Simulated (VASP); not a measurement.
# Si in VASP: relaxation of the atoms with PBE

Aim: the relaxation of the atoms of Si with PBE.

All numbers are computed with VASP 6.6.1; they aren't measurements. Logs are shortened: lines on timing, memory, paths and dates and some standing lists are left out, and cuts for length are marked.

## Step 1: The cell of the first run

The cell holds a slab with vacuum, 8 atoms: a = 3.764 Å, b = 3.764 Å, c = 23.782 Å, α = 90.00°, β = 90.00°, γ = 120.00°.

## Step 2: Relaxation of the atoms, PBE

INCAR reads:

```
SYSTEM = Si
PREC = Accurate
ENCUT = 520
EDIFF = 1E-6
ISMEAR = 0
SIGMA = 0.03
LREAL = .False.
LASPH = .True.
NELM = 80
ALGO = Normal
ISIF = 2
LWAVE = .False.
LCHARG = .False.
LDIPOL = .True.
IDIPOL = 3
DIPOL = 0.5 0.5 0.500
GGA = PE
IBRION = 2
NSW = 80
EDIFFG = -0.015
```

KPOINTS reads:

```
regular mesh
0
Gamma
  10 10 1
  0 0 0
```

POSCAR reads:

```
Si
1.0
    3.7643519900      0.0000000000      0.0000000000
   -1.8821760000      3.2600244500      0.0000000000
    0.0000000000      0.0000000000     23.7820325400
Si
8
Direct
    0.0000000000      0.0000000000      0.7056601500
    0.3333333300      0.6666666700      0.6867383000
    0.0000000000      0.0000000000      0.5748606600
    0.3333333300      0.6666666700      0.5559388200
    0.0000000000      0.0000000000      0.4440611800
    0.3333333300      0.6666666700      0.4251393400
    0.0000000000      0.0000000000      0.3132617000
    0.3333333300      0.6666666700      0.2943398500
```

Potentials or basis: VASP PAW PBE potentials, release 64 (Si).

The run is started by

```console
> cat potpaw_PBE.64/Si/POTCAR > POTCAR
> mpirun -np 1 vasp_std > vasp.out
```

OUTCAR:

```text
SYSTEM = Si
   PREC = Accurate
   ENCUT = 520
   EDIFF = 1E-6
   ISMEAR = 0
   LREAL = .False.
   LASPH = .True.
   NELM = 80
   ISIF = 2
   GGA = PE
   IBRION = 2
   NSW = 80
   EDIFFG = -0.015

 ion  position               nearest neighbor table
   1  0.000  0.000  0.706-   2 2.22   2 2.22   2 2.22   3 3.11
   2  0.333  0.667  0.687-   1 2.22   1 2.22   1 2.22   4 3.11
   3  0.000  0.000  0.575-   4 2.22   4 2.22   4 2.22   5 3.11   1 3.11
   4  0.333  0.667  0.556-   3 2.22   3 2.22   3 2.22   6 3.11   2 3.11
   5  0.000  0.000  0.444-   6 2.22   6 2.22   6 2.22   7 3.11   3 3.11
   6  0.333  0.667  0.425-   5 2.22   5 2.22   5 2.22   4 3.11   8 3.11
   7  0.000  0.000  0.313-   8 2.22   8 2.22   8 2.22   5 3.11
   8  0.333  0.667  0.294-   7 2.22   7 2.22   7 2.22   6 3.11

  LATTYP: Found a hexagonal cell.
 ALAT       =     3.7643519900
 C/A-ratio  =     6.3176962737

  Lattice vectors:

 A1 = (   3.7643519900,   0.0000000000,   0.0000000000)
 A2 = (  -1.8821760000,   3.2600244500,   0.0000000000)
 A3 = (   0.0000000000,   0.0000000000,  23.7820325400)

Analysis of symmetry for initial positions (statically):
=====================================================================
 Subroutine PRICEL returns:
 Original cell was already a primitive cell.

 Routine SETGRP: Setting up the symmetry group for a
 hexagonal supercell.

 Subroutine GETGRP returns: Found 12 space group operations
 (whereof  6 operations were pure point group operations)
 out of a pool of 24 trial point group operations.

The static configuration has the point symmetry C_3v.
 The point group associated with its full space group is D_3d.

Analysis of symmetry for dynamics (positions and initial velocities):
=====================================================================
 Subroutine PRICEL returns:
 Original cell was already a primitive cell.

 Routine SETGRP: Setting up the symmetry group for a
 hexagonal supercell.

 Subroutine GETGRP returns: Found 12 space group operations
 (whereof  6 operations were pure point group operations)
 out of a pool of 24 trial point group operations.

The dynamic configuration has the point symmetry C_3v.
 The point group associated with its full space group is D_3d.

 Subroutine INISYM returns: Found 12 space group operations
 (whereof  6 operations are pure point group operations),
 and found     1 'primitive' translations

----------------------------------------------------------------------------------------

                                     Primitive cell

  volume of cell :     291.8502

  direct lattice vectors                    reciprocal lattice vectors
     3.764351990  0.000000000  0.000000000     0.265649972  0.153373083  0.000000000
    -1.882176000  3.260024450  0.000000000     0.000000000  0.306746166  0.000000000
     0.000000000  0.000000000 23.782032540     0.000000000  0.000000000  0.042048551

  length of vectors
     3.764351990  3.764351991 23.782032540     0.306746166  0.306746166  0.042048551

  position of ions in fractional coordinates (direct lattice)
     0.000000000  0.000000000  0.705660150
     0.333333330  0.666666670  0.686738300
     0.000000000  0.000000000  0.574860660
     0.333333330  0.666666670  0.555938820
     0.000000000  0.000000000  0.444061180
     0.333333330  0.666666670  0.425139340
     0.000000000  0.000000000  0.313261700
     0.333333330  0.666666670  0.294339850

  ion indices of the primitive-cell ions
   primitive index   ion index
                 1           1
                 2           2
                 3           3
                 4           4
                 5           5
                 6           6
                 7           7
                 8           8

----------------------------------------------------------------------------------------

 KPOINTS: regular mesh
[... 24 lines left out ...]
            Coordinates               Weight
  0.000000  0.000000  0.000000      1.000000
  0.100000  0.000000  0.000000      6.000000
  0.200000  0.000000  0.000000      6.000000
  0.300000 -0.000000  0.000000      6.000000
  0.400000  0.000000  0.000000      6.000000
  0.500000  0.000000  0.000000      3.000000
  0.100000  0.100000  0.000000      6.000000
  0.200000  0.100000  0.000000     12.000000
  0.300000  0.100000  0.000000     12.000000
  0.400000  0.100000  0.000000     12.000000
  0.200000  0.200000  0.000000      6.000000
  0.300000  0.200000  0.000000     12.000000
  0.400000  0.200000  0.000000      6.000000
  0.300000  0.300000  0.000000      6.000000
   k-points           NKPTS =     14   k-points in BZ     NKDIM =     14   number of bands    NBANDS=     21
   number of dos      NEDOS =    301   number of ions     NIONS =      8
   total plane-waves  NPLWV = 141120
   dimension x,y,z NGX =    28 NGY =   28 NGZ =  180
   dimension x,y,z NGXF=    56 NGYF=   56 NGZF=  360
   ions per type =               8
   NGX,Y,Z   is equivalent  to a cutoff of  12.37, 12.37, 12.58 a.u.
   NGXF,Y,Z  is equivalent  to a cutoff of  24.73, 24.73, 25.17 a.u.
 SYSTEM =  Si
   PREC   = accura    normal or accurate (medium, high low for compatibility)
   ISTART =      0    job   : 0-new  1-cont  2-samecut
   ICHARG =      2    charge: 1-file 2-atom 10-const
   ISPIN  =      1    spin polarized calculation?
   LNONCOLLINEAR =      F non collinear calculations
   LSORBIT =      F    spin-orbit coupling
   LASPH  =      T    aspherical Exc in radial PAW
   ENCUT  =  520.0 eV  38.22 Ry    6.18 a.u.   7.00  7.00 44.22*2*pi/ulx,y,z
   NELM   =     80;   NELMIN=  2; NELMDL= -5     # of ELM steps
   EDIFF  = 0.1E-05   stopping-criterion for ELM
   LREAL  =      F    real-space projection
   EDIFFG = -.1E-01   stopping-criterion for IOM
   NSW    =     80    number of steps for IOM
   IBRION =      2    ionic relax: 0-MD 1-quasi-New 2-CG
   NFREE  =      1    steps in history (QN), initial steepest desc. (CG)
   ISIF   =      2    stress and relaxation
   ISYM   =      2    0-nonsym 1-usesym 2-fastsym
   POTIM  = 0.5000    time-step for ionic-motion
   TEBEG  =    0.0;   TEEND  =   0.0 temperature during run
   PSTRESS=    0.0 pullay stress
   NELECT =      32.0000    total number of electrons
   NUPDOWN=      -1.0000    fix difference up-down
   EMIN   =  10.00;   EMAX   =-10.00  energy-range for DOS
   EFERMI =   0.00;   METHOD = LEGACY
   ISMEAR =     0;   SIGMA  =   0.03  broadening in eV -4-tet -1-fermi 0-gaus
   EFERMI_NEDOS =   21; number of points for ismear=-14 and -15
   IALGO  =     38    algorithm
   IMIX   =      4    mixing-type and parameters
     AMIX     =   0.40;   BMIX     =  1.00
     AMIX_MAG =   1.60;   BMIX_MAG =  1.00
  volume/ion in A,a.u.               =      36.48       246.19
  Fermi-wavevector in a.u.,A,eV,Ry     =   0.783559  1.480711  8.353488  0.613964
  Thomas-Fermi vector in A             =   1.887512
   LORBIT       =      0    0 simple, 1 ext, 2 COOP (PROOUT), +10 PAW based schemes
   GGA     = PE    functional components
   LHFCALC =     F    Hartree Fock is set to
   AEXX    =    0.0000 exact exchange contribution
   IVDW    =     0    specifies the selected vdW correction
   LEPSILON=     F    determine dielectric tensor
   LRPA    =     F    only Hartree local field effects (RPA)
 conjugate gradient relaxation of ions
 non-spin polarized calculation
 Gauss-broadening in eV      SIGMA  =   0.03
  energy-cutoff  :      520.00
  volume of cell :      291.85
 maximum number of plane-waves:      7891
 NGX is ok and might be reduce to    28
   NGX = 13   NGY = 13   NGZ = 89

--------------------------------------- Ionic step        1  -------------------------------------------

 number of electron      32.0000000 magnetization

 Free energy of the ion-electron system (eV)
  ---------------------------------------------------
  ext. energy  EPLUGINS =         0.00000000
  ---------------------------------------------------
  free energy    TOTEN  =       -38.58979981 eV

  energy without entropy =      -38.58963455  energy(sigma->0) =      -38.58971718

------------------------ aborting loop because EDIFF is reached ----------------------------------------

  FORCE on cell =-STRESS in cart. coord.  units (eV):
  Direction    XX          YY          ZZ          XY          YZ          ZX
  --------------------------------------------------------------------------------------
  -------------------------------------------------------------------------------------
  Total       12.9972298     12.9972298     -2.4063879     -0.0000000      0.0000000      0.0000000
  in kB       71.3512075     71.3512074    -13.2104060     -0.0000001      0.0000000      0.0000000
  external PRESSURE =      43.1640030 kB  Pullay stress =       0.0000000 kB
[... 107 lines left out ...]
  FREE ENERGIE OF THE ION-ELECTRON SYSTEM (eV)
  ---------------------------------------------------
  free  energy   TOTEN  =       -39.2588611086 eV

  energy  without entropy=      -39.2574506772  energy(sigma->0) =      -39.25815589

 dipolmoment           0.000000      0.000000      0.000000 electrons x Angstroem

[... ionic steps 4 to 20 ...]

--------------------------------------- Ionic step       21  -------------------------------------------

 number of electron      32.0000000 magnetization

------------------------ aborting loop because EDIFF is reached ----------------------------------------
[... 79 lines left out ...]
--------------------------------------- Ionic step       23  -------------------------------------------

 number of electron      32.0000000 magnetization

 dipolmoment           0.000000      0.000000     -0.000000 electrons x Angstroem

 Free energy of the ion-electron system (eV)
  ---------------------------------------------------
  ext. energy  EPLUGINS =         0.00000000
  ---------------------------------------------------
  free energy    TOTEN  =       -39.64641755 eV

  energy without entropy =      -39.64577083  energy(sigma->0) =      -39.64609419

 E-fermi :   1.4810     XC(G=0):  -5.5128

 val. band max:        1.4183313786   @ k =   0.0000   0.0000   0.0000
 cond. band min:       1.5014508131   @ k =   0.1000   0.0000   0.0000
 fundamental gap:      0.0831194345
 Fermi energy:         1.4810076577

 k-point     1 :       0.0000    0.0000    0.0000
  band No.  band energies     occupation
      1     -11.5544      2.00000
      2     -11.2497      2.00000
      3      -9.5932      2.00000
      4      -8.6306      2.00000
      5      -5.1356      2.00000
      6      -3.2884      2.00000
[... 325 lines left out ...]
     20       4.0694      0.00000
     21       4.7189      0.00000

------------------------ aborting loop because EDIFF is reached ----------------------------------------

 vacuum level on the upper side and lower side of the slab       (xc-potential included)        -0.014        -0.014

  FORCE on cell =-STRESS in cart. coord.  units (eV):
  Direction    XX          YY          ZZ          XY          YZ          ZX
  --------------------------------------------------------------------------------------
  -------------------------------------------------------------------------------------
  Total        2.4312138      2.4312138     -0.0270039     -0.0000000     -0.0000000     -0.0000000
  in kB       13.3466933     13.3466933     -0.1482437     -0.0000000     -0.0000000     -0.0000000
  external PRESSURE =       8.8483809 kB  Pullay stress =       0.0000000 kB
[... 23 lines left out ...]
  FREE ENERGIE OF THE ION-ELECTRON SYSTEM (eV)
  ---------------------------------------------------
  free  energy   TOTEN  =       -39.6464175525 eV

  energy  without entropy=      -39.6457708309  energy(sigma->0) =      -39.64609419

 reached required accuracy - stopping structural energy minimisation

 vacuum level on the upper side and lower side of the slab         5.719         5.719
```

Run time: 14 min. Hardware: 1 thread of AMD EPYC 9R45 (Zen 5), shared host; peak memory 0.36 GiB.

What came out:

| Item | Value |
| --- | --- |
| Free energy | -39.6464 eV |
| Energy gained by relaxing | 132.1 meV/atom |
| Ionic steps | 23 |
| Largest force after relaxing | 0.009 eV/Å |
| Band gap on the k mesh | zero (bands 16 and 17 overlap by 1.04 eV) |

Forces in eV/Å, atoms in the order of the input:
```
Si   0.000  0.000  0.004
Si   0.000  0.000 -0.001
Si   0.000  0.000 -0.009
Si   0.000  0.000 -0.002
Si   0.000  0.000  0.002
Si   0.000  0.000  0.009
Si   0.000  0.000  0.001
Si   0.000  0.000 -0.004
```

Step by step:
| step | energy change (eV) | largest force (eV/Å) | pressure (GPa) |
| --- | --- | --- | --- |
| 1 | 0.0000 | 0.9668 | 4.32 |
| 2 | -0.2043 | 0.9030 | 3.68 |
| 3 | -0.6691 | 0.4778 | 1.44 |
| 4 | -0.3826 | 0.8815 | -2.62 |
| 5 | -0.7393 | 0.4859 | -0.45 |
| 6 | -0.7536 | 0.3634 | 0.10 |
| 7 | -0.8010 | 0.3210 | 0.05 |
| 8 | -0.8987 | 0.2984 | 0.08 |
| 9 | -0.7851 | 1.4222 | 0.83 |
| 10 | -0.9097 | 0.3393 | 0.15 |
| 11 | -0.9653 | 0.3552 | 0.33 |
| 12 | -1.0208 | 0.1321 | 0.67 |
| 13 | -1.0241 | 0.1682 | 0.86 |
| 14 | -1.0244 | 0.1348 | 0.81 |
| 15 | -1.0298 | 0.1435 | 0.91 |
| 16 | -1.0324 | 0.1692 | 1.04 |
| 17 | -1.0409 | 0.1126 | 1.01 |
| 18 | -1.0515 | 0.1253 | 0.97 |
| 19 | -1.0551 | 0.0493 | 0.85 |
| 20 | -1.0553 | 0.0548 | 0.88 |
| 21 | -1.0564 | 0.0230 | 0.89 |
| 22 | -1.0566 | 0.0173 | 0.90 |
| 23 | -1.0566 | 0.0086 | 0.88 |

Final structure:
```xyz
8
Lattice="3.7644 0.0000 0.0000 -1.8822 3.2600 0.0000 0.0000 0.0000 23.7820" Properties=species:S:1:pos:R:3 pbc="T T T"
Si   -1.8822    3.2600   16.5631
Si    0.0000    2.1734   15.7200
Si    0.0000    0.0000   13.9135
Si    0.0000    2.1734   12.9562
Si    0.0000    0.0000   10.8258
Si    0.0000    2.1734    9.8685
Si    3.7644    0.0000    8.0621
Si    0.0000    2.1734    7.2190
```

The gap in the log of VASP goes by the Fermi energy; the results here count the filled bands.